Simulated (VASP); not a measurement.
# Al in VASP: notebook

The runs below take Al through single point, with PBEsol.

Everything below comes from runs of VASP 6.6.1. Logs are shortened: lines on timing, memory, paths and dates and some standing lists are left out, and cuts for length are marked.

### Step 1. The cell of the first run

The cell holds a slab with vacuum, 8 atoms: a = 2.839 Å, b = 4.016 Å, c = 24.938 Å, α = 90.00°, β = 90.00°, γ = 90.00°.

### Step 2. Single point, PBEsol

File INCAR:

```
ALGO = Normal ; DIPOL = 0.5 0.5 0.500
EDIFF = 1E-6 ; ENCUT = 520
GGA = PS ; IDIPOL = 3
ISIF = 2 ; ISMEAR = 0
LASPH = True ; LCHARG = False
LDIPOL = True ; LREAL = False
LWAVE = False ; NBANDS = 22
NELM = 100 ; PREC = Accurate
SIGMA = 1.5
```

File KPOINTS:

```
k-points
0
Gamma
  12 9 1
```

File POSCAR:

```
Al
1.0
    2.8394270062      0.0000000000      0.0000000000
    0.0000000000      4.0155561815      0.0000000000
    0.0000000000      0.0000000000     24.9379945217
Al
8
Direct
    0.5000000000      0.5000000000      0.3007459158
    0.0000000000      0.0000000000      0.3576756541
    0.5000000000      0.5000000000      0.4146053925
    0.0000000000      0.0000000000      0.4715351308
    0.5000000000      0.5000000000      0.5284648692
    0.0000000000      0.0000000000      0.5853946075
    0.5000000000      0.5000000000      0.6423243459
    0.0000000000      0.0000000000      0.6992540842
```

Potentials or basis: VASP PAW PBE potentials, release 64 (Al).

Command:

```sh
cat potpaw_PBE.64/Al/POTCAR > POTCAR
mpirun -np 1 vasp_std > vasp.out
```

OUTCAR:

```text
EDIFF = 1E-6
   ENCUT = 520
   GGA = PS
   ISIF = 2
   ISMEAR = 0
   LASPH = True
   LREAL = False
   NELM = 100
   PREC = Accurate

 ion  position               nearest neighbor table
   1  0.500  0.500  0.301-   2 2.84   2 2.84   2 2.84   2 2.84   3 2.84
   2  0.000  0.000  0.358-   1 2.84   1 2.84   1 2.84   1 2.84   4 2.84   3 2.84   3 2.84   3 2.84
                             3 2.84
   3  0.500  0.500  0.415-   4 2.84   4 2.84   4 2.84   4 2.84   5 2.84   1 2.84   2 2.84   2 2.84
                             2 2.84   2 2.84
   4  0.000  0.000  0.472-   3 2.84   3 2.84   3 2.84   3 2.84   6 2.84   2 2.84   5 2.84   5 2.84
                             5 2.84   5 2.84
   5  0.500  0.500  0.528-   6 2.84   6 2.84   6 2.84   6 2.84   7 2.84   3 2.84   4 2.84   4 2.84
                             4 2.84   4 2.84
   6  0.000  0.000  0.585-   5 2.84   5 2.84   5 2.84   5 2.84   8 2.84   4 2.84   7 2.84   7 2.84
                             7 2.84   7 2.84
   7  0.500  0.500  0.642-   8 2.84   8 2.84   8 2.84   8 2.84   5 2.84   6 2.84   6 2.84   6 2.84
                             6 2.84
   8  0.000  0.000  0.699-   7 2.84   7 2.84   7 2.84   7 2.84   6 2.84

  LATTYP: Found a simple orthorhombic cell.
 ALAT       =     2.8394270062
 B/A-ratio  =     1.4142135624
 C/A-ratio  =     8.7827559811

  Lattice vectors:

 A1 = (   2.8394270062,   0.0000000000,   0.0000000000)
 A2 = (   0.0000000000,   4.0155561815,   0.0000000000)
 A3 = (   0.0000000000,   0.0000000000,  24.9379945217)

Analysis of symmetry for initial positions (statically):
=====================================================================
 Subroutine PRICEL returns:
 Original cell was already a primitive cell.

 Routine SETGRP: Setting up the symmetry group for a
 simple orthorhombic supercell.

 Subroutine GETGRP returns: Found  8 space group operations
 (whereof  4 operations were pure point group operations)
 out of a pool of  8 trial point group operations.

The static configuration has the point symmetry C_2v.
 The point group associated with its full space group is D_2h.

Analysis of symmetry for dynamics (positions and initial velocities):
=====================================================================
 Subroutine PRICEL returns:
 Original cell was already a primitive cell.

 Routine SETGRP: Setting up the symmetry group for a
 simple orthorhombic supercell.

 Subroutine GETGRP returns: Found  8 space group operations
 (whereof  4 operations were pure point group operations)
 out of a pool of  8 trial point group operations.

The dynamic configuration has the point symmetry C_2v.
 The point group associated with its full space group is D_2h.

 Subroutine INISYM returns: Found  8 space group operations
 (whereof  4 operations are pure point group operations),
 and found     1 'primitive' translations

----------------------------------------------------------------------------------------

                                     Primitive cell

  volume of cell :     284.3400

  direct lattice vectors                    reciprocal lattice vectors
     2.839427006  0.000000000  0.000000000     0.352183732  0.000000000  0.000000000
     0.000000000  4.015556182  0.000000000     0.000000000  0.249031505  0.000000000
     0.000000000  0.000000000 24.937994522     0.000000000  0.000000000  0.040099455

  length of vectors
     2.839427006  4.015556182 24.937994522     0.352183732  0.249031505  0.040099455

  position of ions in fractional coordinates (direct lattice)
     0.500000000  0.500000000  0.300745916
     0.000000000  0.000000000  0.357675654
     0.500000000  0.500000000  0.414605393
     0.000000000  0.000000000  0.471535131
     0.500000000  0.500000000  0.528464869
     0.000000000  0.000000000  0.585394607
     0.500000000  0.500000000  0.642324346
     0.000000000  0.000000000  0.699254084

  ion indices of the primitive-cell ions
   primitive index   ion index
                 1           1
                 2           2
                 3           3
                 4           4
                 5           5
                 6           6
                 7           7
                 8           8

----------------------------------------------------------------------------------------

 KPOINTS: k-points

Automatic generation of k-mesh.
 Grid dimensions read from file:
 generate k-points for:   12    9    1

 Generating k-lattice:

  Cartesian coordinates                     Fractional coordinates (reciprocal lattice)
     0.029348644  0.000000000  0.000000000     0.083333333  0.000000000  0.000000000
     0.000000000  0.027670167  0.000000000     0.000000000  0.111111111  0.000000000
     0.000000000  0.000000000  0.040099455     0.000000000  0.000000000  1.000000000

  Length of vectors
     0.029348644  0.027670167  0.040099455

  Shift w.r.t. Gamma in fractional coordinates (k-lattice)
     0.000000000  0.000000000  0.000000000

 Subroutine IBZKPT returns following result:
 ===========================================

 Found     35 irreducible k-points:

 Following reciprocal coordinates:
            Coordinates               Weight
  0.000000  0.000000  0.000000      1.000000
  0.083333  0.000000  0.000000      2.000000
  0.166667  0.000000  0.000000      2.000000
  0.250000  0.000000  0.000000      2.000000
  0.333333  0.000000  0.000000      2.000000
  0.416667  0.000000  0.000000      2.000000
[... 16 lines left out ...]
  0.083333  0.333333  0.000000      4.000000
  0.166667  0.333333  0.000000      4.000000
 [... further k-points ...]
   k-points           NKPTS =     35   k-points in BZ     NKDIM =     35   number of bands    NBANDS=     22
   number of dos      NEDOS =    301   number of ions     NIONS =      8
   total plane-waves  NPLWV = 138240
   dimension x,y,z NGX =    24 NGY =   30 NGZ =  192
   dimension x,y,z NGXF=    48 NGYF=   60 NGZF=  384
   ions per type =               8
   NGX,Y,Z   is equivalent  to a cutoff of  14.05, 12.42, 12.80 a.u.
   NGXF,Y,Z  is equivalent  to a cutoff of  28.10, 24.84, 25.60 a.u.
 SYSTEM =  unknown system
   PREC   = accura    normal or accurate (medium, high low for compatibility)
   ISTART =      0    job   : 0-new  1-cont  2-samecut
   ICHARG =      2    charge: 1-file 2-atom 10-const
   ISPIN  =      1    spin polarized calculation?
   LNONCOLLINEAR =      F non collinear calculations
   LSORBIT =      F    spin-orbit coupling
   LASPH  =      T    aspherical Exc in radial PAW
   ENCUT  =  520.0 eV  38.22 Ry    6.18 a.u.   5.28  7.47 46.37*2*pi/ulx,y,z
   NELM   =    100;   NELMIN=  2; NELMDL= -5     # of ELM steps
   EDIFF  = 0.1E-05   stopping-criterion for ELM
   LREAL  =      F    real-space projection
   EDIFFG = 0.1E-04   stopping-criterion for IOM
   NSW    =      0    number of steps for IOM
   IBRION =     -1    ionic relax: 0-MD 1-quasi-New 2-CG
   NFREE  =      0    steps in history (QN), initial steepest desc. (CG)
   ISIF   =      2    stress and relaxation
   ISYM   =      2    0-nonsym 1-usesym 2-fastsym
   POTIM  = 0.5000    time-step for ionic-motion
   TEBEG  =    0.0;   TEEND  =   0.0 temperature during run
   PSTRESS=    0.0 pullay stress
   NELECT =      24.0000    total number of electrons
   NUPDOWN=      -1.0000    fix difference up-down
   EMIN   =  10.00;   EMAX   =-10.00  energy-range for DOS
   EFERMI =   0.00;   METHOD = LEGACY
   ISMEAR =     0;   SIGMA  =   1.50  broadening in eV -4-tet -1-fermi 0-gaus
   EFERMI_NEDOS =   21; number of points for ismear=-14 and -15
   IALGO  =     38    algorithm
   IMIX   =      4    mixing-type and parameters
     AMIX     =   0.40;   BMIX     =  1.00
     AMIX_MAG =   1.60;   BMIX_MAG =  1.00
  volume/ion in A,a.u.               =      35.54       239.85
  Fermi-wavevector in a.u.,A,eV,Ry     =   0.718124  1.357057  7.016547  0.515702
  Thomas-Fermi vector in A             =   1.806981
   LORBIT       =      0    0 simple, 1 ext, 2 COOP (PROOUT), +10 PAW based schemes
   GGA     = PS    functional components
   LHFCALC =     F    Hartree Fock is set to
   AEXX    =    0.0000 exact exchange contribution
   IVDW    =     0    specifies the selected vdW correction
   LEPSILON=     F    determine dielectric tensor
   LRPA    =     F    only Hartree local field effects (RPA)
 non-spin polarized calculation
 Gauss-broadening in eV      SIGMA  =   1.50
  energy-cutoff  :      520.00
  volume of cell :      284.34
 maximum number of plane-waves:      7696
 NGX is ok and might be reduce to    24
   NGX = 11   NGY = 15   NGZ = 93

 dipolmoment           0.000000      0.000000      0.000000 electrons x Angstroem

 number of electron      24.0000000 magnetization

 dipolmoment           0.000000      0.000000     -0.000000 electrons x Angstroem

 Free energy of the ion-electron system (eV)
  ---------------------------------------------------
  ext. energy  EPLUGINS =         0.00000000
  ---------------------------------------------------
  free energy    TOTEN  =       -33.06005869 eV

  energy without entropy =      -29.10604994  energy(sigma->0) =      -31.08305431

 E-fermi :   1.4253     XC(G=0):  -5.5714

 val. band max:        1.4248539897   @ k =   0.2500   0.3333   0.0000
 cond. band min:       1.4364114559   @ k =   0.3333   0.4444   0.0000
 fundamental gap:      0.0115574662
 Fermi energy:         1.4253044967

 k-point     1 :       0.0000    0.0000    0.0000
  band No.  band energies     occupation
      1      -9.5420      2.00000
      2      -8.7694      2.00000
      3      -7.5303      2.00000
      4      -5.9032      2.00000
      5      -3.9992      2.00000
      6      -1.9710      1.99864
[... 14 lines left out ...]
     21       6.0429      0.00001
     22       6.2284      0.00001

 k-point     2 :       0.0833    0.0000    0.0000
  band No.  band energies     occupation
      1      -9.4148      2.00000
      2      -8.6427      2.00000
      3      -7.4045      2.00000
      4      -5.7785      2.00000
      5      -3.8761      2.00000
      6      -1.8507      1.99799
[... 14 lines left out ...]
     21       5.7471      0.00005
     22       6.1679      0.00001

 k-point     3 :       0.1667    0.0000    0.0000
  band No.  band energies     occupation
      1      -9.0338      2.00000
      2      -8.2635      2.00000
      3      -7.0278      2.00000
      4      -5.4054      2.00000
      5      -3.5079      2.00000
      6      -1.4930      1.99407
[... 14 lines left out ...]
     21       4.9429      0.00091
     22       5.9406      0.00002

 k-point     4 :       0.2500    0.0000    0.0000
  band No.  band energies     occupation
      1      -8.4012      2.00000
      2      -7.6338      2.00000
      3      -6.4029      2.00000
      4      -4.7870      2.00000
      5      -2.9000      1.99995
      6      -0.9172      1.97279
[... 14 lines left out ...]
     21       5.1228      0.00049
     22       5.5634      0.00010

 k-point     5 :       0.3333    0.0000    0.0000
  band No.  band energies     occupation
      1      -7.5206      2.00000
      2      -6.7575      2.00000
      3      -5.5340      2.00000
      4      -3.9303      2.00000
      5      -2.0753      1.99903
      6      -1.6486      1.99625
[... 417 lines left out ...]
 k-point    22 :       0.0000    0.3333    0.0000
  band No.  band energies     occupation
      1      -8.5283      2.00000
      2      -7.7638      2.00000
      3      -6.5435      2.00000
      4      -5.5428      2.00000
      5      -4.9482      2.00000
      6      -4.7853      2.00000
[... 14 lines left out ...]
     21       6.9123      0.00000
     22       7.9428      0.00000

 k-point    23 :       0.0833    0.3333    0.0000
  band No.  band energies     occupation
      1      -8.4020      2.00000
      2      -7.6380      2.00000
      3      -6.4186      2.00000
      4      -5.4192      2.00000
      5      -4.8244      2.00000
      6      -4.6623      2.00000
[... 14 lines left out ...]
     21       6.9522      0.00000
     22       6.9714      0.00000

 k-point    24 :       0.1667    0.3333    0.0000
  band No.  band energies     occupation
      1      -8.0239      2.00000
      2      -7.2615      2.00000
      3      -6.0447      2.00000
      4      -5.0493      2.00000
      5      -4.4540      2.00000
      6      -4.2941      2.00000
[... 14 lines left out ...]
     21       6.6246      0.00000
     22       6.9233      0.00000

 [... further k-points ...]

------------------------ aborting loop because EDIFF is reached ----------------------------------------

 vacuum level on the upper side and lower side of the slab       (xc-potential included)        -0.151        -0.151

  FORCE on cell =-STRESS in cart. coord.  units (eV):
  Direction    XX          YY          ZZ          XY          YZ          ZX
  --------------------------------------------------------------------------------------
  -------------------------------------------------------------------------------------
  Total       -1.2905739     -0.1799679      0.5996747      0.0000000      0.0000000      0.0000000
  in kB       -7.2720279     -1.0140694      3.3790015      0.0000000      0.0000000      0.0000000
  external PRESSURE =      -1.6356986 kB  Pullay stress =       0.0000000 kB

 VOLUME and BASIS-vectors are now :
 -----------------------------------------------------------------------------
  energy-cutoff  :      520.00
  volume of cell :      284.34
      direct lattice vectors                 reciprocal lattice vectors
     2.839427006  0.000000000  0.000000000     0.352183732  0.000000000  0.000000000
     0.000000000  4.015556182  0.000000000     0.000000000  0.249031505  0.000000000
     0.000000000  0.000000000 24.937994522     0.000000000  0.000000000  0.040099455

 POSITION                                       TOTAL-FORCE (eV/Angst)
 -----------------------------------------------------------------------------------
      1.41971      2.00778      7.50000         0.000000      0.000000      0.088201
      0.00000      0.00000      8.91971         0.000000      0.000000     -0.220872
      1.41971      2.00778     10.33943         0.000000      0.000000      0.029093
      0.00000      0.00000     11.75914         0.000000      0.000000     -0.030459
      1.41971      2.00778     13.17885         0.000000      0.000000      0.030459
      0.00000      0.00000     14.59857         0.000000      0.000000     -0.029093
      1.41971      2.00778     16.01828         0.000000      0.000000      0.220872
      0.00000      0.00000     17.43799         0.000000      0.000000     -0.088201
 -----------------------------------------------------------------------------------
    total drift:                               -0.000000     -0.000000      0.000000

  FREE ENERGIE OF THE ION-ELECTRON SYSTEM (eV)
  ---------------------------------------------------
  free  energy   TOTEN  =       -33.0600586910 eV

  energy  without entropy=      -29.1060499368  energy(sigma->0) =      -31.08305431

 vacuum level on the upper side and lower side of the slab         5.582         5.582
```

Run time: 8.9 min. Hardware: 1 thread of Intel Xeon 8259CL, shared host; peak memory 0.44 GiB.

What came out:

- Free energy: -33.0601 eV
- Largest force: 0.221 eV/Å
- Band gap on the k mesh: zero (band 12 reaches 2.48 eV, above the bottom of band 13 at 0.17 eV)

Forces in eV/Å, atoms in the order of the input:
```
Al   0.000  0.000  0.088
Al   0.000  0.000 -0.221
Al   0.000  0.000  0.029
Al   0.000  0.000 -0.030
Al   0.000  0.000  0.030
Al   0.000  0.000 -0.029
Al   0.000  0.000  0.221
Al   0.000  0.000 -0.088
```

Levels at points of the mesh, in eV from the Fermi level:
```
           k point  band 10  band 11  band 12  band 13  band 14  band 15
(0.00, 0.00, 0.00)    -1.30    -0.82    -0.50     0.41     0.75     1.07
(0.50, 0.00, 0.00)    -0.89     1.05     1.05     1.51     1.51     2.22
```

Caveat: the PAW data sets were made with another functional, which shifts forces and pressure a little.

### Step 3. Single point, PBEsol

File INCAR:

```
SYSTEM = Al
ALGO = Normal
DIPOL = 0.5 0.5 0.500
EDIFF = 1E-6
ENCUT = 520
GGA = PS
IDIPOL = 3
ISIF = 2
ISMEAR = 0
LASPH = .TRUE.
LCHARG = .FALSE.
LDIPOL = .TRUE.
LREAL = .FALSE.
LWAVE = .FALSE.
NBANDS = 22
NELM = 100
PREC = Accurate
SIGMA = 0.01
```

File KPOINTS:

```
k-points
0
G
  12 9 1
  0 0 0
```

POSCAR is that of step 2.

Potentials or basis: VASP PAW PBE potentials, release 64 (Al).

Command:

```sh
cat potpaw_PBE.64/Al/POTCAR > POTCAR
mpirun -np 1 vasp_std > vasp.out
```

Wall time 9.6 min (1 thread of Intel Xeon 8259CL, shared host); peak memory 0.44 GiB.

The run converged. Its results:

```yaml
Free_energy: -31.0992 eV
Largest_force: 0.269 eV/Å
Band_gap_on_the_k_mesh: zero (band 12 reaches 2.54 eV, above the bottom of band 13 at 0.24 eV)
```

Forces in eV/Å, atoms in the order of the input:
```
Al   0.000  0.000  0.250
Al   0.000  0.000 -0.269
Al   0.000  0.000 -0.062
Al   0.000  0.000 -0.096
Al   0.000  0.000  0.096
Al   0.000  0.000  0.062
Al   0.000  0.000  0.269
Al   0.000  0.000 -0.250
```

Levels at points of the mesh, in eV from the Fermi level:
| k point | band 10 | band 11 | band 12 | band 13 | band 14 | band 15 |
| --- | --- | --- | --- | --- | --- | --- |
| (0.00, 0.00, 0.00) | -1.28 | -0.79 | -0.47 | 0.42 | 0.77 | 1.08 |
| (0.50, 0.00, 0.00) | -0.88 | 1.05 | 1.05 | 1.52 | 1.52 | 2.25 |

Caveat: the PAW data sets were made with another functional, which shifts forces and pressure a little.
